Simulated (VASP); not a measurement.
# Be (I4/mmm) in VASP: notebook

Be is run at these levels: PBE; tasks: single point.

Program: VASP 6.6.1. These are calculated values, not measurements. Logs are shortened: lines on timing, memory, paths and dates and some standing lists are left out, and cuts for length are marked.

## (1) The cell of the first run

It takes space group I4/mmm (No. 139, tetragonal). The conventional cell has a = 2.506 Å, b = 2.506 Å, c = 2.456 Å, α = 90.00°, β = 90.00°, γ = 90.00°. Be (site symmetry 4/mmm) has 14 Be at 2.16 to 2.51 Å within 2.9 Å.

## (2) Single point, PBE (zz strain of -2 %)

Input file INCAR:

```
SYSTEM = Be
ALGO     = Normal         ! electronic algorithm
EDIFF    = 1E-6           ! SCF threshold, eV
ENCUT    = 520            ! plane-wave cutoff, eV
GGA      = PE             ! functional
ISIF     = 2              ! what is computed and relaxed
ISMEAR   = -1             ! smearing method
LASPH    = .TRUE.         ! aspherical terms in the spheres
LCHARG   = .FALSE.        ! write CHGCAR
LREAL    = .FALSE.        ! projectors in reciprocal space
LWAVE    = .FALSE.        ! write WAVECAR
NBANDS   = 7              ! bands
NELM     = 60             ! most SCF steps
PREC     = Accurate       ! precision mode
SIGMA    = 0.03           ! smearing width, eV
```

Input file KPOINTS:

```
k-points
0
G
  23 23 23
  0 0 0
```

Input file POSCAR:

```
Be
1.0
   -1.2531209513      1.2531209513      1.2280585323
    1.2531209513     -1.2531209513      1.2280585323
    1.2531209513      1.2531209513     -1.2280585323
Be
1
Direct
    0.0000000000      0.0000000000      0.0000000000
```

Potentials or basis: VASP PAW PBE potentials, release 64 (Be).

On the command line:

```console
$ cat potpaw_PBE.64/Be/POTCAR > POTCAR
$ mpirun -np 1 vasp_std > vasp.out
```

OUTCAR:

```text
SYSTEM = Be
   EDIFF = 1E-6
   ENCUT = 520
   GGA = PE
   ISIF = 2
   ISMEAR = -1
   LASPH = .TRUE.
   LREAL = .FALSE.
   NELM = 60
   PREC = Accurate

 ion  position               nearest neighbor table
   1  0.000  0.000  0.000-

  LATTYP: Found a body centered tetragonal cell.
 ALAT       =     2.5062419026
 C/A-ratio  =     0.9800000000

  Lattice vectors:

 A1 = (  -1.2531209513,   1.2531209513,   1.2280585323)
 A2 = (   1.2531209513,  -1.2531209513,   1.2280585323)
 A3 = (   1.2531209513,   1.2531209513,  -1.2280585323)

Analysis of symmetry for initial positions (statically):
=====================================================================
 Subroutine PRICEL returns:
 Original cell was already a primitive cell.

 Routine SETGRP: Setting up the symmetry group for a
 body centered tetragonal supercell.

 Subroutine GETGRP returns: Found 16 space group operations
 (whereof 16 operations were pure point group operations)
 out of a pool of 16 trial point group operations.

The static configuration has the point symmetry D_4h.

Analysis of symmetry for dynamics (positions and initial velocities):
=====================================================================
 Subroutine PRICEL returns:
 Original cell was already a primitive cell.

 Routine SETGRP: Setting up the symmetry group for a
 body centered tetragonal supercell.

 Subroutine GETGRP returns: Found 16 space group operations
 (whereof 16 operations were pure point group operations)
 out of a pool of 16 trial point group operations.

The dynamic configuration has the point symmetry D_4h.

 Subroutine INISYM returns: Found 16 space group operations
 (whereof 16 operations are pure point group operations),
 and found     1 'primitive' translations

----------------------------------------------------------------------------------------

                                     Primitive cell

  volume of cell :       7.7137

  direct lattice vectors                    reciprocal lattice vectors
    -1.253120951  1.253120951  1.228058532     0.000000000  0.399003783  0.407146717
     1.253120951 -1.253120951  1.228058532     0.399003783  0.000000000  0.407146717
     1.253120951  1.253120951 -1.228058532     0.399003783  0.399003783  0.000000000

  length of vectors
     2.156096472  2.156096472  2.156096472     0.570063565  0.570063565  0.564276561

  position of ions in fractional coordinates (direct lattice)
     0.000000000  0.000000000  0.000000000

  ion indices of the primitive-cell ions
   primitive index   ion index
                 1           1

----------------------------------------------------------------------------------------

 KPOINTS: k-points

Automatic generation of k-mesh.
 Grid dimensions read from file:
 generate k-points for:   23   23   23

 Generating k-lattice:

  Cartesian coordinates                     Fractional coordinates (reciprocal lattice)
     0.000000000  0.017347991  0.017702031     0.043478261  0.000000000 -0.000000000
     0.017347991  0.000000000  0.017702031     0.000000000  0.043478261 -0.000000000
     0.017347991  0.017347991  0.000000000     0.000000000  0.000000000  0.043478261

  Length of vectors
     0.024785372  0.024785372  0.024533764

  Shift w.r.t. Gamma in fractional coordinates (k-lattice)
     0.000000000  0.000000000  0.000000000

 Subroutine IBZKPT returns following result:
 ===========================================

 Found    936 irreducible k-points:

 Following reciprocal coordinates:
            Coordinates               Weight
  0.000000  0.000000  0.000000      1.000000
  0.043478  0.000000 -0.000000      8.000000
  0.086957  0.000000 -0.000000      8.000000
  0.130435  0.000000 -0.000000      8.000000
  0.173913  0.000000 -0.000000      8.000000
  0.217391  0.000000 -0.000000      8.000000
[... 16 lines left out ...]
  0.478261  0.043478  0.000000     16.000000
 -0.478261  0.043478  0.000000     16.000000
 [... further k-points ...]
   k-points           NKPTS =    936   k-points in BZ     NKDIM =    936   number of bands    NBANDS=      7
   number of dos      NEDOS =    301   number of ions     NIONS =      1
   total plane-waves  NPLWV =   4096
   dimension x,y,z NGX =    16 NGY =   16 NGZ =   16
   dimension x,y,z NGXF=    32 NGYF=   32 NGZF=   32
   ions per type =               1
   NGX,Y,Z   is equivalent  to a cutoff of  12.34, 12.34, 12.34 a.u.
   NGXF,Y,Z  is equivalent  to a cutoff of  24.67, 24.67, 24.67 a.u.
 SYSTEM =  Be
   PREC   = accura    normal or accurate (medium, high low for compatibility)
   ISTART =      0    job   : 0-new  1-cont  2-samecut
   ICHARG =      2    charge: 1-file 2-atom 10-const
   ISPIN  =      1    spin polarized calculation?
   LNONCOLLINEAR =      F non collinear calculations
   LSORBIT =      F    spin-orbit coupling
   LASPH  =      T    aspherical Exc in radial PAW
   ENCUT  =  520.0 eV  38.22 Ry    6.18 a.u.   4.01  4.01  4.01*2*pi/ulx,y,z
   NELM   =     60;   NELMIN=  2; NELMDL= -5     # of ELM steps
   EDIFF  = 0.1E-05   stopping-criterion for ELM
   LREAL  =      F    real-space projection
   EDIFFG = 0.1E-04   stopping-criterion for IOM
   NSW    =      0    number of steps for IOM
   IBRION =     -1    ionic relax: 0-MD 1-quasi-New 2-CG
   NFREE  =      0    steps in history (QN), initial steepest desc. (CG)
   ISIF   =      2    stress and relaxation
   ISYM   =      2    0-nonsym 1-usesym 2-fastsym
   POTIM  = 0.5000    time-step for ionic-motion
   TEBEG  =    0.0;   TEEND  =   0.0 temperature during run
   PSTRESS=    0.0 pullay stress
   NELECT =       2.0000    total number of electrons
   NUPDOWN=      -1.0000    fix difference up-down
   EMIN   =  10.00;   EMAX   =-10.00  energy-range for DOS
   EFERMI =   0.00;   METHOD = LEGACY
   ISMEAR =    -1;   SIGMA  =   0.03  broadening in eV -4-tet -1-fermi 0-gaus
   EFERMI_NEDOS =   21; number of points for ismear=-14 and -15
   IALGO  =     38    algorithm
   IMIX   =      4    mixing-type and parameters
     AMIX     =   0.40;   BMIX     =  1.00
     AMIX_MAG =   1.60;   BMIX_MAG =  1.00
  volume/ion in A,a.u.               =       7.71        52.05
  Fermi-wavevector in a.u.,A,eV,Ry     =   1.043910  1.972704 14.826929  1.089749
  Thomas-Fermi vector in A             =   2.178640
   LORBIT       =      0    0 simple, 1 ext, 2 COOP (PROOUT), +10 PAW based schemes
   GGA     = PE    functional components
   LHFCALC =     F    Hartree Fock is set to
   AEXX    =    0.0000 exact exchange contribution
   IVDW    =     0    specifies the selected vdW correction
   LEPSILON=     F    determine dielectric tensor
   LRPA    =     F    only Hartree local field effects (RPA)
 non-spin polarized calculation
  energy-cutoff  :      520.00
  volume of cell :        7.71
 maximum number of plane-waves:       228
   NGX =  7   NGY =  7   NGZ =  7

 number of electron       2.0000000 magnetization

 Free energy of the ion-electron system (eV)
  ---------------------------------------------------
  ext. energy  EPLUGINS =         0.00000000
  ---------------------------------------------------
  free energy    TOTEN  =        -3.66519977 eV

  energy without entropy =       -3.66469599  energy(sigma->0) =       -3.66494788

 E-fermi :   8.0891     XC(G=0): -10.6934

 val. band max:        8.0630040678   @ k =  -0.3913   0.4783   0.3478
 cond. band min:       8.1049002881   @ k =   0.3043   0.2609   0.0870
 fundamental gap:      0.0418962203
 Fermi energy:         8.0890809290

 k-point     1 :       0.0000    0.0000    0.0000
  band No.  band energies     occupation
      1      -4.2593      2.00000
      2      27.6957      0.00000
      3      27.6957      0.00000
      4      27.8850      0.00000
      5      38.5940      0.00000
      6      39.5137      0.00000
      7      39.5137      0.00000

 k-point     2 :       0.0435    0.0000   -0.0000
  band No.  band energies     occupation
      1      -4.1920      2.00000
      2      27.4094      0.00000
      3      27.4513      0.00000
      4      27.7293      0.00000
      5      38.0538      0.00000
      6      38.4020      0.00000
      7      39.5830      0.00000

 k-point     3 :       0.0870    0.0000   -0.0000
  band No.  band energies     occupation
      1      -3.9900      2.00000
      2      26.5090      0.00000
      3      26.6698      0.00000
      4      27.4388      0.00000
      5      36.3916      0.00000
      6      36.5611      0.00000
      7      40.0088      0.00000

 k-point     4 :       0.1304    0.0000   -0.0000
  band No.  band energies     occupation
      1      -3.6531      2.00000
      2      24.8766      0.00000
      3      25.7000      0.00000
      4      27.0201      0.00000
      5      34.9466      0.00000
      6      35.0169      0.00000
      7      39.5570      0.00000

 k-point     5 :       0.1739    0.0000   -0.0000
  band No.  band energies     occupation
      1      -3.1816      2.00000
      2      22.7449      0.00000
      3      24.6704      0.00000
      4      26.4962      0.00000
      5      33.5956      0.00000
      6      34.1354      0.00000
      7      39.4685      0.00000
[... 161 lines left out ...]
 k-point    22 :       0.4348    0.0435   -0.0000
  band No.  band energies     occupation
      1       2.5253      2.00000
      2       9.1876      0.00000
      3      20.2708      0.00000
      4      23.0492      0.00000
      5      29.3668      0.00000
      6      34.5958      0.00000
      7      44.4209      0.00000

 k-point    23 :       0.4783    0.0435    0.0000
  band No.  band energies     occupation
      1       2.9245      2.00000
      2       8.6314      0.00000
      3      20.1801      0.00000
      4      22.9851      0.00000
      5      29.2901      0.00000
      6      34.6853      0.00000
      7      44.9837      0.00000

 k-point    24 :      -0.4783    0.0435    0.0000
  band No.  band energies     occupation
      1       2.5109      2.00000
      2       9.2077      0.00000
      3      20.2499      0.00000
      4      23.0589      0.00000
      5      29.3843      0.00000
      6      34.6345      0.00000
      7      44.7330      0.00000

 [... further k-points ...]
[... 5 lines left out ...]
  --------------------------------------------------------------------------------------
  -------------------------------------------------------------------------------------
  Total        0.0860466      0.0860466      0.0983979      0.0000000      0.0000000      0.0000000
  in kB       17.8722427     17.8722427     20.4376699      0.0000000      0.0000000      0.0000000
  external PRESSURE =      18.7273851 kB  Pullay stress =       0.0000000 kB

 VOLUME and BASIS-vectors are now :
 -----------------------------------------------------------------------------
  energy-cutoff  :      520.00
  volume of cell :        7.71
      direct lattice vectors                 reciprocal lattice vectors
    -1.253120951  1.253120951  1.228058532     0.000000000  0.399003783  0.407146717
     1.253120951 -1.253120951  1.228058532     0.399003783  0.000000000  0.407146717
     1.253120951  1.253120951 -1.228058532     0.399003783  0.399003783  0.000000000

 POSITION                                       TOTAL-FORCE (eV/Angst)
 -----------------------------------------------------------------------------------
      0.00000      0.00000      0.00000        -0.000000      0.000000      0.000000
 -----------------------------------------------------------------------------------
    total drift:                               -0.000000      0.000000      0.000000

  FREE ENERGIE OF THE ION-ELECTRON SYSTEM (eV)
  ---------------------------------------------------
  free  energy   TOTEN  =        -3.6651997661 eV

  energy  without entropy=       -3.6646959893  energy(sigma->0) =       -3.66494788
```

It took 39 s on 1 thread of AMD EPYC 7R43 (Zen 3), shared host; peak memory 0.11 GiB.

Results:

* Free energy: -3.6652 eV
* Pressure: 1.9 GPa
* Band gap on the k mesh: zero (band 1 reaches 11.91 eV, above the bottom of band 2 at 6.83 eV)

Caveat: the cell differs from its parent crystal (zz strain of -2 %).

(Part 1 of 2 ends here.)
